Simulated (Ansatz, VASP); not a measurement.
## AlP5 in VASP and in Ansatz

```
CELL_PARAMETERS angstrom
7.65629 0.00000 0.00000
-3.82814 6.63054 0.00000
0.00000 0.00000 2.53185
ATOMIC_POSITIONS crystal
Al 0.00000 0.00000 0.50000
P 0.50000 0.00000 0.50000
P 0.00000 0.50000 0.50000
P 0.50000 0.50000 0.50000
P 0.33333 0.66667 0.50000
P 0.66667 0.33333 0.50000
```

Alike in both runs: task relaxation of cell and atoms; functional PBE; k mesh 3 × 3 × 6; occupations gaussian, width 0.1 eV; no spin polarisation.

|  | VASP | Ansatz |
| --- | --- | --- |
| version | VASP 6.6.1 | Ansatz 0.2.0 |
| potentials or method | VASP PAW PBE potentials, release 64 (Al, P), cutoff 600 eV | scalar-relativistic, plane waves, PAW |
| valence electrons in the cell | 28 | 28 |

```csv
,VASP,Ansatz,Ansatz less VASP
"gap on the k mesh at the Fermi level, each at its own relaxed structure (eV)",none,none,-
relaxed volume (Å³/atom),21.63,21.67,+0.039
relaxed cell length with the largest relative difference (Å),2.356,2.357,+0.0014
```

A gap of «none» marks a metal or a gap that the smearing closes.

The k mesh is coarse, so the values compare programs but aren't converged.
